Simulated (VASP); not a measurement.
# Ti (P6_3/mmc) in VASP: further runs

Ti is run at these levels: PBEsol; tasks: single point, relaxation of cell and atoms.

All numbers are computed with VASP 6.6.1; they aren't measurements. Logs are shortened: lines on timing, memory, paths and dates and some standing lists are left out, and cuts for length are marked.

**1. The cell of the first run**

Symmetry: P6_3/mmc, No. 194, hexagonal system. The conventional cell has a = 2.901 Å, b = 2.901 Å, c = 4.592 Å, α = 90.00°, β = 90.00°, γ = 120.00°. Within 3.7 Å of Ti (site symmetry -6m2) lie 12 Ti at 2.84 to 2.90 Å.

**2. Single point, PBEsol**

INCAR

```
  PREC = Accurate
  ENCUT = 520
  EDIFF = 1E-6
  ISMEAR = -1
  SIGMA = 0.08
  LREAL = F
  LASPH = T
  NELM = 60
  ALGO = Normal
  ISIF = 2
  LWAVE = F
  LCHARG = F
  GGA = PS
  NBANDS = 19
```

KPOINTS

```
Automatic mesh
0
Gamma
  16 16 8
```

POSCAR

```
Ti
1.0
    2.9010705778      0.0000000000      0.0000000000
   -1.4505352889      2.5124008186      0.0000000000
    0.0000000000      0.0000000000      4.5916633274
Ti
2
Direct
    0.3333333333      0.6666666667      0.2500000000
    0.6666666667      0.3333333333      0.7500000000
```

Potentials or basis: VASP PAW PBE potentials, release 64 (Ti_sv).

Run with:

```console
> cat potpaw_PBE.64/Ti_sv/POTCAR > POTCAR
> mpirun -np 1 vasp_std > vasp.out
```

OUTCAR:

```text
PREC = Accurate
   ENCUT = 520
   EDIFF = 1E-6
   ISMEAR = -1
   LREAL = F
   LASPH = T
   NELM = 60
   ISIF = 2
   GGA = PS

 ion  position               nearest neighbor table
   1  0.333  0.667  0.250-   2 2.84   2 2.84   2 2.84   2 2.84   2 2.84   2 2.84
   2  0.667  0.333  0.750-   1 2.84   1 2.84   1 2.84   1 2.84   1 2.84   1 2.84

  LATTYP: Found a hexagonal cell.
 ALAT       =     2.9010705778
 C/A-ratio  =     1.5827478871

  Lattice vectors:

 A1 = (   2.9010705778,   0.0000000000,   0.0000000000)
 A2 = (  -1.4505352889,   2.5124008186,   0.0000000000)
 A3 = (   0.0000000000,   0.0000000000,   4.5916633274)

Analysis of symmetry for initial positions (statically):
=====================================================================
 Subroutine PRICEL returns:
 Original cell was already a primitive cell.

 Routine SETGRP: Setting up the symmetry group for a
 hexagonal supercell.

 Subroutine GETGRP returns: Found 24 space group operations
 (whereof 12 operations were pure point group operations)
 out of a pool of 24 trial point group operations.

The static configuration has the point symmetry D_3d.
 The point group associated with its full space group is D_6h.

Analysis of symmetry for dynamics (positions and initial velocities):
=====================================================================
 Subroutine PRICEL returns:
 Original cell was already a primitive cell.

 Routine SETGRP: Setting up the symmetry group for a
 hexagonal supercell.

 Subroutine GETGRP returns: Found 24 space group operations
 (whereof 12 operations were pure point group operations)
 out of a pool of 24 trial point group operations.

The dynamic configuration has the point symmetry D_3d.
 The point group associated with its full space group is D_6h.

 Subroutine INISYM returns: Found 24 space group operations
 (whereof 12 operations are pure point group operations),
 and found     1 'primitive' translations

----------------------------------------------------------------------------------------

                                     Primitive cell

  volume of cell :      33.4670

  direct lattice vectors                    reciprocal lattice vectors
     2.901070578  0.000000000  0.000000000     0.344700335  0.199012831  0.000000000
    -1.450535289  2.512400819  0.000000000     0.000000000  0.398025662  0.000000000
     0.000000000  0.000000000  4.591663327     0.000000000  0.000000000  0.217786002
[... 80 lines left out ...]
   LSORBIT =      F    spin-orbit coupling
   LASPH  =      T    aspherical Exc in radial PAW
   ENCUT  =  520.0 eV  38.22 Ry    6.18 a.u.   5.39  5.39  8.54*2*pi/ulx,y,z
   NELM   =     60;   NELMIN=  2; NELMDL= -5     # of ELM steps
   EDIFF  = 0.1E-05   stopping-criterion for ELM
   LREAL  =      F    real-space projection
   EDIFFG = 0.1E-04   stopping-criterion for IOM
   NSW    =      0    number of steps for IOM
   IBRION =     -1    ionic relax: 0-MD 1-quasi-New 2-CG
   NFREE  =      0    steps in history (QN), initial steepest desc. (CG)
   ISIF   =      2    stress and relaxation
   ISYM   =      2    0-nonsym 1-usesym 2-fastsym
   POTIM  = 0.5000    time-step for ionic-motion
   TEBEG  =    0.0;   TEEND  =   0.0 temperature during run
   PSTRESS=    0.0 pullay stress
   NELECT =      24.0000    total number of electrons
   NUPDOWN=      -1.0000    fix difference up-down
   EMIN   =  10.00;   EMAX   =-10.00  energy-range for DOS
   EFERMI =   0.00;   METHOD = LEGACY
   ISMEAR =    -1;   SIGMA  =   0.08  broadening in eV -4-tet -1-fermi 0-gaus
   EFERMI_NEDOS =   21; number of points for ismear=-14 and -15
   IALGO  =     38    algorithm
   IMIX   =      4    mixing-type and parameters
     AMIX     =   0.40;   BMIX     =  1.00
     AMIX_MAG =   1.60;   BMIX_MAG =  1.00
  volume/ion in A,a.u.               =      16.73       112.92
  Fermi-wavevector in a.u.,A,eV,Ry     =   1.465344  2.769098 29.214866  2.147232
  Thomas-Fermi vector in A             =   2.581212
   LORBIT       =      0    0 simple, 1 ext, 2 COOP (PROOUT), +10 PAW based schemes
   GGA     = PS    functional components
   LHFCALC =     F    Hartree Fock is set to
   AEXX    =    0.0000 exact exchange contribution
   IVDW    =     0    specifies the selected vdW correction
   LEPSILON=     F    determine dielectric tensor
   LRPA    =     F    only Hartree local field effects (RPA)
 non-spin polarized calculation
  energy-cutoff  :      520.00
  volume of cell :       33.47
 maximum number of plane-waves:       929
 NGX is ok and might be reduce to    24
   NGX = 11   NGY = 11   NGZ = 17

 number of electron      23.9999999 magnetization

 Free energy of the ion-electron system (eV)
  ---------------------------------------------------
  ext. energy  EPLUGINS =         0.00000000
  ---------------------------------------------------
  free energy    TOTEN  =       -16.70069304 eV

  energy without entropy =      -16.65435681  energy(sigma->0) =      -16.67752492

 E-fermi :   8.5963     XC(G=0): -11.8141

 val. band max:        8.5883255646   @ k =   0.1250   0.0625   0.1250
 cond. band min:       8.6087428894   @ k =   0.0000   0.0000   0.3750
 fundamental gap:      0.0204173248
 Fermi energy:         8.5963242584

 k-point     1 :       0.0000    0.0000    0.0000
  band No.  band energies     occupation
      1     -47.9561      2.00000
      2     -47.7934      2.00000
      3     -24.6916      2.00000
      4     -23.9651      2.00000
      5     -23.9651      2.00000
      6     -23.8798      2.00000
[... 505 lines left out ...]
      6     -24.1233      2.00000
[... 11 lines left out ...]
     18      12.1742      0.00000
     19      12.4969      0.00000

 [... further k-points ...]

------------------------ aborting loop because EDIFF is reached ----------------------------------------

  FORCE on cell =-STRESS in cart. coord.  units (eV):
  Direction    XX          YY          ZZ          XY          YZ          ZX
  --------------------------------------------------------------------------------------
  -------------------------------------------------------------------------------------
  Total       -0.0482725     -0.0482725     -0.0555764      0.0000000      0.0000000      0.0000000
  in kB       -2.3109615     -2.3109615     -2.6606235      0.0000000      0.0000000      0.0000000
  external PRESSURE =      -2.4275155 kB  Pullay stress =       0.0000000 kB

 VOLUME and BASIS-vectors are now :
 -----------------------------------------------------------------------------
  energy-cutoff  :      520.00
  volume of cell :       33.47
      direct lattice vectors                 reciprocal lattice vectors
     2.901070578  0.000000000  0.000000000     0.344700335  0.199012831  0.000000000
    -1.450535289  2.512400819  0.000000000     0.000000000  0.398025662  0.000000000
     0.000000000  0.000000000  4.591663327     0.000000000  0.000000000  0.217786002

 POSITION                                       TOTAL-FORCE (eV/Angst)
 -----------------------------------------------------------------------------------
     -0.00000      1.67493      1.14792         0.000000     -0.000000      0.000000
      1.45054      0.83747      3.44375        -0.000000      0.000000      0.000000
 -----------------------------------------------------------------------------------
    total drift:                               -0.000000      0.000000     -0.000000

  FREE ENERGIE OF THE ION-ELECTRON SYSTEM (eV)
  ---------------------------------------------------
  free  energy   TOTEN  =       -16.7006930381 eV

  energy  without entropy=      -16.6543568059  energy(sigma->0) =      -16.67752492
```

stdout:

```text
POSCAR found type information on POSCAR Ti
 POSCAR found :  1 types and       2 ions
 scaLAPACK will be used
 -----------------------------------------------------------------------------
|                                                                             |
|                                                                             |
|     You enforced a specific xc type in the INCAR file but a different       |
|     I HOPE YOU KNOW WHAT YOU ARE DOING!                                     |
|                                                                             |
 -----------------------------------------------------------------------------

 LDA part: xc-table for (Slater+PW92), standard interpolation
 POSCAR, INCAR and KPOINTS ok, starting setup
 FFT: planning ... GRIDC
 FFT: planning ... GRID_SOFT
 FFT: planning ... GRID
 WAVECAR not read
 entering main loop
```

Run time: 61 s. Hardware: 1 thread of AMD EPYC 7R13 (Zen 3), shared host; peak memory 0.17 GiB.

What came out:

```yaml
Free_energy: -16.7007 eV
Pressure: -0.2 GPa
Band_gap_on_the_k_mesh: zero (band 12 reaches 9.40 eV, above the bottom of band 13 at 8.37 eV)
```

Caveat: the PAW data sets were made with another functional, which shifts forces and pressure a little.

**3. Relaxation of cell and atoms, PBEsol**

This run uses another cell than the first one, of 17.64 Å³/atom, 1.054 times its volume.

INCAR

```
PREC = Accurate ; ENCUT = 600
EDIFF = 1E-6 ; ISMEAR = -1
SIGMA = 0.08 ; LREAL = F
LASPH = T ; NELM = 80
ALGO = Normal ; ISIF = 3
LWAVE = F ; LCHARG = F
GGA = PS ; IBRION = 2
NSW = 100 ; EDIFFG = -0.002
```

KPOINTS

```
regular mesh
0
Gamma
  16 16 8
```

POSCAR

```
Ti
1.0
    2.9500000000      0.0000000000      0.0000000000
   -1.4750000000      2.5547749412      0.0000000000
    0.0000000000      0.0000000000      4.6800000000
Ti
2
Direct
    0.3333333333      0.6666666667      0.2500000000
    0.6666666667      0.3333333333      0.7500000000
```

Potentials or basis: VASP PAW PBE potentials, release 64 (Ti_sv).

Run with:

```console
> cat potpaw_PBE.64/Ti_sv/POTCAR > POTCAR
> mpirun -np 1 vasp_std > vasp.out
```

It took 7.4 min on 1 thread of AMD EPYC 7R13 (Zen 3), shared host; peak memory 0.2 GiB.

Results (log left out):

* Free energy: -16.7012 eV
* Relaxed volume: 16.69 Å³/atom
* Relaxed cell: a = 2.899 Å, b = 2.899 Å, c = 4.587 Å, α = 90.00°, β = 90.00°, γ = 120.00°
* Space group after relaxing (to 0.05 Å): P6_3/mmc (No. 194)
* Energy gained by relaxing: 18.1 meV/atom
* Ionic steps: 15
* Pressure after relaxing: 0.0 GPa
* Band gap on the k mesh: zero (band 12 reaches 9.43 eV, above the bottom of band 13 at 8.40 eV)

The path:
```
step  energy change (eV)  largest force (eV/Å)  pressure (GPa)  volume (Å³)
   1              0.0000                0.0000           -5.87        35.27
   2             -0.0161                0.0000            5.05        32.07
   3             -0.0362                0.0000           -0.02        33.39
   4             -0.0362                0.0000            0.09        33.35
   5             -0.0362                0.0000           -0.01        33.39
   6             -0.0362                0.0000           -0.03        33.40
   7             -0.0362                0.0000           -0.06        33.40
   8             -0.0362                0.0000            0.02        33.38
   9             -0.0362                0.0000            0.00        33.39
  10             -0.0362                0.0000           -0.04        33.39
  11             -0.0362                0.0000           -0.04        33.39
  12             -0.0362                0.0000            0.05        33.37
  13             -0.0362                0.0000            0.01        33.38
  14             -0.0362                0.0000            0.01        33.38
  15             -0.0362                0.0000            0.00        33.39
```

Final structure:
```yaml
crystal:
  lattice:
    - [2.89923, 0.00000, 0.00000]
    - [-1.44962, 2.51081, 0.00000]
    - [0.00000, 0.00000, 4.58666]
  atoms:
    - { symbol: Ti, position: [0.33333, 0.66667, 0.25000] }
    - { symbol: Ti, position: [0.66667, 0.33333, 0.75000] }
```

Levels at points of the mesh, in eV from the Fermi level:
```
           k point  band 8  band 9  band 10  band 11  band 12  band 13  band 14  band 15  band 16
(0.00, 0.00, 0.00)  -32.44   -6.29    -2.78     0.80     0.80     0.92     0.94     1.34     1.34
(0.50, 0.00, 0.00)  -32.52   -2.39    -2.27    -1.94    -0.57     0.48     0.68     1.25     3.53
(0.00, 0.00, 0.50)  -32.50   -4.38    -4.38     0.11     0.11     0.70     0.70     0.70     0.70
(0.50, 0.00, 0.50)  -32.62   -2.65    -2.65    -0.85    -0.85     1.45     1.45     1.81     1.81
```

Caveat: the PAW data sets were made with another functional, which shifts forces and pressure a little.
